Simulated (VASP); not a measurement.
A run of VASP 6.6.1:

File INCAR:

```
PREC = Accurate ; ENCUT = 520
EDIFF = 1E-7 ; ISMEAR = -1
SIGMA = 0.08 ; LREAL = False
LASPH = True ; NELM = 80
ALGO = Normal ; ISIF = 2
LWAVE = False ; LCHARG = False
GGA = PE ; NBANDS = 12
```

The input KPOINTS:

```
regular mesh
0
Gamma
  14 14 14
```

POSCAR

```
Ta
1.0
    2.6696804116      0.0000000000      0.0000000000
    0.0000000000      2.6696804116      0.0000000000
    0.0000000000      0.0000000000      2.6696804116
Ta
1
Direct
    0.0000000000      0.0000000000      0.0000000000
```

Potentials or basis: VASP PAW PBE potentials, release 64 (Ta_pv).

Launch:

```sh
$ cat potpaw_PBE.64/Ta_pv/POTCAR > POTCAR
$ mpirun -np 1 vasp_std > vasp.out
```

Hardware: 1 thread of AMD EPYC 9R45 96-Core Processor (Zen 5), on a shared host.

Question: Estimate the wall time of this run.

Answer: It took 10 s on 1 thread of AMD EPYC 9R45 96-Core Processor (Zen 5), on a shared host, peak memory 0.11 GiB. Counts: scf iterations 12, k points 120.
